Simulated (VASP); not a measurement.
Runs of VASP 6.6.1 on KF. The structure is that of space group I4/mmm (No. 139), or close to it. The cells are those of the table. 

```tsv
cell	gap on the mesh (eV)	pressure (GPa)
a = 3.831, b = 3.831, c = 3.686 Å, angles 61.2, 61.2, 57.5°, 2 atoms	6.76	0.0
a = 3.736, b = 3.736, c = 3.592 Å, angles 61.3, 61.3, 57.5°, 2 atoms	7.16	(a)
a = 3.736, b = 3.736, c = 3.875 Å, angles 58.8, 58.8, 62.5°, 2 atoms	6.70	0.1
a = 3.877, b = 3.877, c = 3.970 Å, angles 59.2, 59.2, 61.6°, 2 atoms	6.28	-2.9
a = 3.688, b = 3.688, c = 3.781 Å, angles 59.2, 59.2, 61.7°, 2 atoms	7.01	1.6
a = 3.786, b = 3.786, c = 3.970 Å, angles 58.4, 58.4, 63.2°, 2 atoms	6.42	(c)
a = 3.786, b = 3.786, c = 3.592 Å, angles 61.7, 61.7, 56.6°, 2 atoms	(b)	2.5
```

Alike in all rows: task single point; level r2SCAN; potentials or basis VASP PAW PBE potentials, release 64 (K_sv, F); no spin polarisation; k mesh 8 × 8 × 8; cutoff (eV) 520; smearing gaussian 0.05 eV.

**Question.** Fill in the values left out.

**Answer.** (a) 3.2; (b) 6.98; (c) -1.1.

Caveats: the PAW data sets were made with another functional, which shifts forces and pressure a little.

A k mesh can miss the band edges.
